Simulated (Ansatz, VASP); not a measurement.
# ZrO2 in VASP and in Ansatz

Contents of INCAR:

```
SYSTEM = ZrO2
PREC = Accurate
ENCUT = 520
EDIFF = 1E-7
ISMEAR = 0
SIGMA = 0.02
LREAL = .False.
LASPH = .True.
NELM = 120
ALGO = Normal
ISIF = 2
LWAVE = .False.
LCHARG = .False.
GGA = PE
IBRION = 2
NSW = 60
EDIFFG = -0.008
GGA_COMPAT = .False.
NELMIN = 4
```

File KPOINTS:

```
regular mesh
0
Gamma
  6 6 4
  0 0 0
```

POSCAR

```
ZrO2
1.0
    3.5123704785      0.0000000000      0.0000000000
    0.0000000000      3.5123704785      0.0000000000
    0.0000000000      0.0000000000      5.1239647322
Zr O
2 4
Direct
    0.0000000000      0.0000000000      0.0000000000
    0.5000000000      0.5000000000      0.5000000000
    0.0000000000      0.5000000000      0.2981472579
    0.0000000000      0.5000000000      0.7981472579
    0.5000000000      0.0000000000      0.7018527421
    0.5000000000      0.0000000000      0.2018527421
```

Input for Ansatz:

```yaml
crystal:
  lattice:
    - [3.5123704785, 0.0, 0.0]
    - [0.0, 3.5123704785, 0.0]
    - [0.0, 0.0, 5.1239647322]
  atoms:
    - { symbol: Zr, position: [0.0, 0.0, 0.0] }
    - { symbol: Zr, position: [0.5, 0.5, 0.5] }
    - { symbol: O, position: [0.0, 0.5, 0.2981472579] }
    - { symbol: O, position: [0.0, 0.5, 0.7981472579] }
    - { symbol: O, position: [0.5, 0.0, 0.7018527421] }
    - { symbol: O, position: [0.5, 0.0, 0.2018527421] }
basis:
  ecutwfc: 420
kpoints:
  mp_grid: { grid: [6, 6, 4] }
hamiltonian:
  xc: pbe
scf:
  occupations: { method: gaussian, width: 0.02 }
output:
  forces: true
  stress: true
  eigenvalues: true
relax:
  adjacent_minimum: "off"
  f_tol: 0.008
  max_steps: 40
```

Change from the starting cell: equal strain along all axes, cell held, atoms relaxed: -3.0 %.

Alike in both runs: task relaxation of the atoms; functional PBE; k mesh 6 × 6 × 4; occupations gaussian, width 0.02 eV; no spin polarisation.

```csv
,VASP,Ansatz
version,VASP 6.6.1,Ansatz 0.2.0
potentials or method,"VASP PAW PBE potentials, release 64 (Zr_sv, O), cutoff 520 eV","scalar-relativistic, plane waves, PAW"
valence electrons in the cell,48,48
```

VASP gave:

| Property | Result |
| --- | --- |
| gap on the k mesh at the Fermi level, each at its own relaxed structure (eV) | 4.07 |

Problem. What did Ansatz give for the same quantities?

Solution. gap on the k mesh at the Fermi level, each at its own relaxed structure (eV): 4.09.

Ansatz's warnings: stress scf threshold loose.
